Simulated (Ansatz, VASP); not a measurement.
**One calculation of Rb2H, two programs**

```xyz
6
Lattice="5.6053 0.0000 0.0000 0.0000 5.6053 0.0000 0.0000 0.0000 10.5296" Properties=species:S:1:pos:R:3 pbc="T T T"
Rb    0.0000    0.0000    0.0000
Rb    2.8027    2.8027    0.0000
Rb    0.0000    2.8027    3.9962
Rb    2.8027    0.0000    6.5334
H     0.0000    2.8027    6.6872
H     2.8027    0.0000    3.8423
```

Alike in both runs: functional PBE; k mesh 8 × 8 × 4; occupations gaussian, width 0.1 eV; no spin polarisation.

Ansatz relaxed the structure, and its values are those at the end. VASP's run is a single point on that final structure, the one shown.

|  | VASP | Ansatz |
| --- | --- | --- |
| version | VASP 6.6.1 | Ansatz 0.2.0 |
| potentials or method | VASP PAW PBE potentials, release 64 (Rb_sv, H), cutoff 520 eV | scalar-relativistic, plane waves, PAW |
| valence electrons in the cell | 38 | 38 |

|  | VASP | Ansatz | Ansatz less VASP |
| --- | --- | --- | --- |
| gap on the k mesh at the Fermi level (eV) | none | none | - |
| pressure (GPa) | 0.0 | 0.0 | +0.01 |

A gap of «none» marks a metal or a gap that the smearing closes.
